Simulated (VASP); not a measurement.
# BaTiO3 (Pm-3m) in VASP: single point with r2SCAN

Aim: the single point of BaTiO3 with r2SCAN.

Program: VASP 6.6.1. These are calculated values, not measurements. Logs are shortened: lines on timing, memory, paths and dates and some standing lists are left out, and cuts for length are marked.

## Step 1: The cell of the first run

The structure is cubic, space group Pm-3m (No. 221). Conventional cell: a = 4.034 Å, b = 4.034 Å, c = 4.034 Å, α = 90.00°, β = 90.00°, γ = 90.00°. Ba (site symmetry m-3m) has 12 O at 2.85 Å and 8 Ti at 3.49 Å within 3.8 Å. Ti (site symmetry m-3m) has 6 O at 2.02 Å within 2.7 Å. O (site symmetry 4/mmm) has 2 Ti at 2.02 Å within 2.7 Å. Within 2.7 Å of O (site symmetry 4/mmm) lie 2 Ti at 2.02 Å.

## Step 2: Single point, r2SCAN

Input file POSCAR:

```
BaTiO3
1.0
    8.0672966400      0.0000000000      0.0000000000
    0.0000000000      4.0336483200      0.0000000000
    0.0000000000      0.0000000000      4.0336483200
Ba Ti O
2 2 6
Direct
    0.2500000000      0.5000000000      0.5000000000
    0.7500000000      0.5000000000      0.5000000000
    0.0000000000      0.0000000000      0.0000000000
    0.5000000000      0.0000000000      0.0000000000
    0.2500000000      0.0000000000      0.0000000000
    0.7500000000      0.0000000000      0.0000000000
    0.0000000000      0.5000000000      0.0000000000
    0.5000000000      0.5000000000      0.0000000000
    0.0000000000      0.0000000000      0.5000000000
    0.5000000000      0.0000000000      0.5000000000
```

Input file INCAR.step1:

```
SYSTEM = BaTiO3
PREC = Accurate ; ENCUT = 520
ISMEAR = -1 ; SIGMA = 0.1
LREAL = .FALSE. ; LASPH = .TRUE.
NELM = 100 ; NBANDS = 51
GGA = PE ; ALGO = Normal
EDIFF = 1E-4 ; LWAVE = .TRUE.
LCHARG = .FALSE.
```

Input file INCAR.step2:

```
SYSTEM = BaTiO3
PREC = Accurate ; ENCUT = 520
EDIFF = 1E-6 ; ISMEAR = -1
SIGMA = 0.1 ; LREAL = .FALSE.
LASPH = .TRUE. ; NELM = 100
ALGO = Normal ; ISIF = 2
LWAVE = .FALSE. ; LCHARG = .FALSE.
METAGGA = R2SCAN ; LMIXTAU = .TRUE.
NBANDS = 51 ; ISTART = 1
```

Input file KPOINTS:

```
Automatic mesh
0
G
  3 6 6
  0 0 0
```

Potentials or basis: VASP PAW PBE potentials, release 64 (Ba_sv, Ti_sv, O).

On the command line:

```console
cat potpaw_PBE.64/Ba_sv/POTCAR potpaw_PBE.64/Ti_sv/POTCAR potpaw_PBE.64/O/POTCAR > POTCAR
cp INCAR.step1 INCAR
mpirun -np 1 vasp_std > vasp.out
cp INCAR.step2 INCAR
mpirun -np 1 vasp_std > vasp.out
```

OUTCAR:

```text
SYSTEM = BaTiO3
   PREC = Accurate
   ENCUT = 520
   EDIFF = 1E-6
   ISMEAR = -1
   LREAL = .FALSE.
   LASPH = .TRUE.
   NELM = 100
   ISIF = 2
   METAGGA = R2SCAN
   ISTART = 1

 ion  position               nearest neighbor table
   1  0.250  0.500  0.500-   5 2.85   7 2.85   8 2.85   9 2.85  10 2.85   5 2.85   7 2.85   8 2.85
                             5 2.85   9 2.85  10 2.85   5 2.85   3 3.49   4 3.49   4 3.49   4 3.49
   2  0.750  0.500  0.500-   6 2.85   7 2.85   8 2.85   9 2.85  10 2.85   6 2.85   7 2.85   8 2.85
                             6 2.85   9 2.85  10 2.85   6 2.85   3 3.49   4 3.49   4 3.49   4 3.49
   3  0.000  0.000  0.000-   5 2.02   6 2.02   7 2.02   9 2.02   9 2.02   7 2.02   1 3.49   2 3.49
                             1 3.49   1 3.49   2 3.49   2 3.49   1 3.49   2 3.49
   4  0.500  0.000  0.000-   5 2.02   6 2.02   8 2.02  10 2.02  10 2.02   8 2.02   1 3.49   2 3.49
                             1 3.49   1 3.49   2 3.49   2 3.49   1 3.49   2 3.49
   5  0.250  0.000  0.000-   3 2.02   4 2.02   1 2.85   1 2.85   1 2.85   1 2.85
   6  0.750  0.000  0.000-   3 2.02   4 2.02   2 2.85   2 2.85   2 2.85   2 2.85
   7  0.000  0.500  0.000-   3 2.02   3 2.02   1 2.85   1 2.85   2 2.85   2 2.85
   8  0.500  0.500  0.000-   4 2.02   4 2.02   1 2.85   1 2.85   2 2.85   2 2.85
   9  0.000  0.000  0.500-   3 2.02   3 2.02   1 2.85   2 2.85   1 2.85   2 2.85
  10  0.500  0.000  0.500-   4 2.02   4 2.02   1 2.85   2 2.85   1 2.85   2 2.85

  LATTYP: Found a simple tetragonal cell.
 ALAT       =     4.0336483200
 C/A-ratio  =     2.0000000000

  Lattice vectors:

 A1 = (   0.0000000000,   4.0336483200,   0.0000000000)
 A2 = (   0.0000000000,   0.0000000000,   4.0336483200)
 A3 = (   8.0672966400,   0.0000000000,   0.0000000000)

Analysis of symmetry for initial positions (statically):
=====================================================================
 Subroutine PRICEL returns following result:

  LATTYP: Found a simple cubic cell.
 ALAT       =     4.0336483200

  Lattice vectors:

 A1 = (   4.0336483200,   0.0000000000,   0.0000000000)
 A2 = (   0.0000000000,   4.0336483200,   0.0000000000)
 A3 = (   0.0000000000,   0.0000000000,   4.0336483200)

   2 primitive cells build up your supercell.

 Routine SETGRP: Setting up the symmetry group for a
 simple tetragonal supercell.

 Subroutine GETGRP returns: Found 16 space group operations
 (whereof 16 operations were pure point group operations)
 out of a pool of 16 trial point group operations.

The static configuration has the point symmetry D_4h.

Analysis of symmetry for dynamics (positions and initial velocities):
=====================================================================
 Subroutine PRICEL returns following result:

  LATTYP: Found a simple cubic cell.
 ALAT       =     4.0336483200

  Lattice vectors:

 A1 = (   4.0336483200,   0.0000000000,   0.0000000000)
 A2 = (   0.0000000000,   4.0336483200,   0.0000000000)
 A3 = (   0.0000000000,   0.0000000000,   4.0336483200)

   2 primitive cells build up your supercell.

 Routine SETGRP: Setting up the symmetry group for a
 simple tetragonal supercell.

 Subroutine GETGRP returns: Found 16 space group operations
 (whereof 16 operations were pure point group operations)
 out of a pool of 16 trial point group operations.

The dynamic configuration has the point symmetry D_4h.

 Subroutine INISYM returns: Found 16 space group operations
 (whereof 16 operations are pure point group operations),
 and found     2 'primitive' translations

----------------------------------------------------------------------------------------

                                     Primitive cell

  volume of cell :      65.6287

  direct lattice vectors                    reciprocal lattice vectors
     4.033648320  0.000000000  0.000000000     0.247914523  0.000000000  0.000000000
     0.000000000  4.033648320  0.000000000     0.000000000  0.247914523  0.000000000
     0.000000000  0.000000000  4.033648320     0.000000000  0.000000000  0.247914523

  length of vectors
     4.033648320  4.033648320  4.033648320     0.247914523  0.247914523  0.247914523

  position of ions in fractional coordinates (direct lattice)
     0.500000000  0.500000000  0.500000000
     0.000000000  0.000000000  0.000000000
     0.500000000  0.000000000  0.000000000
     0.000000000  0.500000000  0.000000000
     0.000000000  0.000000000  0.500000000

  ion indices of the primitive-cell ions
   primitive index   ion index
                 1           1
                 2           3
                 3           5
                 4           7
                 5           9

----------------------------------------------------------------------------------------

 KPOINTS: Automatic mesh

Automatic generation of k-mesh.
 Grid dimensions read from file:
 generate k-points for:    3    6    6

 Generating k-lattice:

  Cartesian coordinates                     Fractional coordinates (reciprocal lattice)
     0.041319087  0.000000000  0.000000000     0.333333333  0.000000000  0.000000000
     0.000000000  0.041319087  0.000000000     0.000000000  0.166666667  0.000000000
     0.000000000  0.000000000  0.041319087     0.000000000  0.000000000  0.166666667

  Length of vectors
     0.041319087  0.041319087  0.041319087

  Shift w.r.t. Gamma in fractional coordinates (k-lattice)
     0.000000000  0.000000000  0.000000000

 Subroutine IBZKPT returns following result:
 ===========================================

 Found     20 irreducible k-points:

 Following reciprocal coordinates:
            Coordinates               Weight
  0.000000  0.000000  0.000000      1.000000
  0.333333  0.000000  0.000000      2.000000
  0.000000  0.166667  0.000000      4.000000
  0.333333  0.166667  0.000000      8.000000
  0.000000  0.333333  0.000000      4.000000
  0.333333  0.333333  0.000000      8.000000
[... 12 lines left out ...]
  0.000000  0.500000  0.500000      1.000000
  0.333333  0.500000  0.500000      2.000000
   k-points           NKPTS =     20   k-points in BZ     NKDIM =     20   number of bands    NBANDS=     51
   number of dos      NEDOS =    301   number of ions     NIONS =     10
   total plane-waves  NPLWV =  54000
   dimension x,y,z NGX =    60 NGY =   30 NGZ =   30
   dimension x,y,z NGXF=   120 NGYF=   60 NGZF=   60
   ions per type =               2   2   6
   NGX,Y,Z   is equivalent  to a cutoff of  12.36, 12.36, 12.36 a.u.
   NGXF,Y,Z  is equivalent  to a cutoff of  24.73, 24.73, 24.73 a.u.
 SYSTEM =  BaTiO3
   PREC   = accura    normal or accurate (medium, high low for compatibility)
   ISTART =      1    job   : 0-new  1-cont  2-samecut
   ICHARG =      0    charge: 1-file 2-atom 10-const
   ISPIN  =      1    spin polarized calculation?
   LNONCOLLINEAR =      F non collinear calculations
   LSORBIT =      F    spin-orbit coupling
   LASPH  =      T    aspherical Exc in radial PAW
   ENCUT  =  520.0 eV  38.22 Ry    6.18 a.u.  15.00  7.50  7.50*2*pi/ulx,y,z
   NELM   =    100;   NELMIN=  2; NELMDL=  0     # of ELM steps
   EDIFF  = 0.1E-05   stopping-criterion for ELM
   LREAL  =      F    real-space projection
   EDIFFG = 0.1E-04   stopping-criterion for IOM
   NSW    =      0    number of steps for IOM
   IBRION =     -1    ionic relax: 0-MD 1-quasi-New 2-CG
   NFREE  =      0    steps in history (QN), initial steepest desc. (CG)
   ISIF   =      2    stress and relaxation
   ISYM   =      2    0-nonsym 1-usesym 2-fastsym
   POTIM  = 0.5000    time-step for ionic-motion
   TEBEG  =    0.0;   TEEND  =   0.0 temperature during run
   PSTRESS=    0.0 pullay stress
   NELECT =      80.0000    total number of electrons
   NUPDOWN=      -1.0000    fix difference up-down
   EMIN   =  10.00;   EMAX   =-10.00  energy-range for DOS
   EFERMI =   0.00;   METHOD = LEGACY
   ISMEAR =    -1;   SIGMA  =   0.10  broadening in eV -4-tet -1-fermi 0-gaus
   EFERMI_NEDOS =   21; number of points for ismear=-14 and -15
   IALGO  =     38    algorithm
   IMIX   =      4    mixing-type and parameters
     AMIX     =   0.40;   BMIX     =  1.00
     AMIX_MAG =   1.60;   BMIX_MAG =  1.00
  volume/ion in A,a.u.               =      13.13        88.58
  Fermi-wavevector in a.u.,A,eV,Ry     =   1.388023  2.622984 26.213107  1.926609
  Thomas-Fermi vector in A             =   2.512189
   LORBIT       =      0    0 simple, 1 ext, 2 COOP (PROOUT), +10 PAW based schemes
   METAGGA = R2SCAN    functional components
   LHFCALC =     F    Hartree Fock is set to
   AEXX    =    0.0000 exact exchange contribution
   IVDW    =     0    specifies the selected vdW correction
   LEPSILON=     F    determine dielectric tensor
   LRPA    =     F    only Hartree local field effects (RPA)
 non-spin polarized calculation
  energy-cutoff  :      520.00
  volume of cell :      131.26
 maximum number of plane-waves:      3565
 NGX is ok and might be reduce to    60
   NGX = 29   NGY = 15   NGZ = 15

 number of electron      79.9999953 magnetization

 Free energy of the ion-electron system (eV)
  ---------------------------------------------------
  ext. energy  EPLUGINS =         0.00000000
  ---------------------------------------------------
  free energy    TOTEN  =      -148.44825434 eV

  energy without entropy =     -148.44823370  energy(sigma->0) =     -148.44824402

 E-fermi :   4.4266     XC(G=0): -11.7875

 val. band max:        3.3545587627   @ k =   0.0000   0.5000   0.5000
 cond. band min:       5.4325529264   @ k =   0.0000   0.0000   0.0000
 fundamental gap:      2.0779941637
 Fermi energy:         4.4265509491

 k-point     1 :       0.0000    0.0000    0.0000
  band No.  band energies     occupation
      1     -55.6370      2.00000
      2     -55.6360      2.00000
      3     -30.8327      2.00000
      4     -30.7815      2.00000
      5     -30.7815      2.00000
      6     -30.7815      2.00000
[... 43 lines left out ...]
     50       8.9247      0.00000
     51       8.9247      0.00000

 k-point     2 :       0.3333    0.0000    0.0000
  band No.  band energies     occupation
      1     -55.6368      2.00000
      2     -55.6363      2.00000
      3     -30.8200      2.00000
      4     -30.7944      2.00000
      5     -30.7811      2.00000
      6     -30.7811      2.00000
[... 43 lines left out ...]
     50       9.0408      0.00000
     51       9.4095      0.00000

 k-point     3 :       0.0000    0.1667    0.0000
  band No.  band energies     occupation
      1     -55.6368      2.00000
      2     -55.6358      2.00000
      3     -30.8320      2.00000
      4     -30.7944      2.00000
      5     -30.7924      2.00000
      6     -30.7811      2.00000
[... 43 lines left out ...]
     50       9.4095      0.00000
     51       9.4574      0.00000
[... 811 lines left out ...]
 k-point    19 :       0.0000    0.5000    0.5000
  band No.  band energies     occupation
      1     -55.6351      2.00000
      2     -55.6341      2.00000
      3     -30.8299      2.00000
      4     -30.8299      2.00000
      5     -30.8278      2.00000
      6     -30.8278      2.00000
[... 43 lines left out ...]
     50      10.6574      0.00000
     51      11.1859      0.00000

 k-point    20 :       0.3333    0.5000    0.5000
  band No.  band energies     occupation
      1     -55.6348      2.00000
      2     -55.6344      2.00000
      3     -30.8294      2.00000
      4     -30.8294      2.00000
      5     -30.8283      2.00000
      6     -30.8283      2.00000
[... 43 lines left out ...]
     50      11.2957      0.00000
     51      11.2959      0.00000

------------------------ aborting loop because EDIFF is reached ----------------------------------------

  FORCE on cell =-STRESS in cart. coord.  units (eV):
  Direction    XX          YY          ZZ          XY          YZ          ZX
  --------------------------------------------------------------------------------------
  -------------------------------------------------------------------------------------
  Total       -2.6372694     -2.6372924     -2.6372924      0.0000000      0.0000000      0.0000000
  in kB      -32.1914829    -32.1917638    -32.1917638      0.0000000      0.0000000      0.0000000
  external PRESSURE =     -32.1916702 kB  Pullay stress =       0.0000000 kB

 VOLUME and BASIS-vectors are now :
 -----------------------------------------------------------------------------
  energy-cutoff  :      520.00
  volume of cell :      131.26
      direct lattice vectors                 reciprocal lattice vectors
     8.067296640  0.000000000  0.000000000     0.123957262  0.000000000  0.000000000
     0.000000000  4.033648320  0.000000000     0.000000000  0.247914523  0.000000000
     0.000000000  0.000000000  4.033648320     0.000000000  0.000000000  0.247914523

 POSITION                                       TOTAL-FORCE (eV/Angst)
 -----------------------------------------------------------------------------------
      2.01682      2.01682      2.01682         0.000000      0.000000     -0.000000
      6.05047      2.01682      2.01682         0.000000      0.000000     -0.000000
      0.00000      0.00000      0.00000         0.000000      0.000000     -0.000000
      4.03365      0.00000      0.00000         0.000000      0.000000     -0.000000
      2.01682      0.00000      0.00000        -0.000000     -0.000000      0.000000
      6.05047      0.00000      0.00000        -0.000000      0.000000      0.000000
      0.00000      2.01682      0.00000         0.000000      0.000000     -0.000000
      4.03365      2.01682      0.00000         0.000000     -0.000000     -0.000000
      0.00000      0.00000      2.01682         0.000000      0.000000     -0.000000
      4.03365      0.00000      2.01682        -0.000000      0.000000     -0.000000
 -----------------------------------------------------------------------------------
    total drift:                                0.000000     -0.000000      0.000000

  FREE ENERGIE OF THE ION-ELECTRON SYSTEM (eV)
  ---------------------------------------------------
  free  energy   TOTEN  =      -148.4482543398 eV

  energy  without entropy=     -148.4482336980  energy(sigma->0) =     -148.44824402
```

Wall time 6.5 min (1 thread of Intel Xeon Platinum 8259CL at 2.50GHz (Skylake/Cascade Lake), shared host); peak memory 0.31 GiB.

What came out:

```yaml
Free_energy: -148.4483 eV
Pressure: -3.2 GPa
Band_gap_on_the_k_mesh: 2.08 eV
```

Levels at points of the mesh, in eV from the valence-band top:
```tsv
k point	band 37	band 38	band 39	band 40	band 41	band 42	band 43	band 44
(0.00, 0.00, 0.00)	-0.75	-0.18	-0.18	-0.18	2.08	2.08	2.08	2.22
(0.00, 0.50, 0.00)	-0.90	-0.75	-0.75	-0.09	2.22	3.72	3.72	3.73
(0.00, 0.50, 0.50)	-0.09	0.00	0.00	0.00	3.73	3.73	4.16	4.39
```

Caveat: the PAW data sets were made with another functional, which shifts forces and pressure a little; spin-orbit coupling is left out, which moves the levels of the heavy elements. A k mesh can miss the band edges.
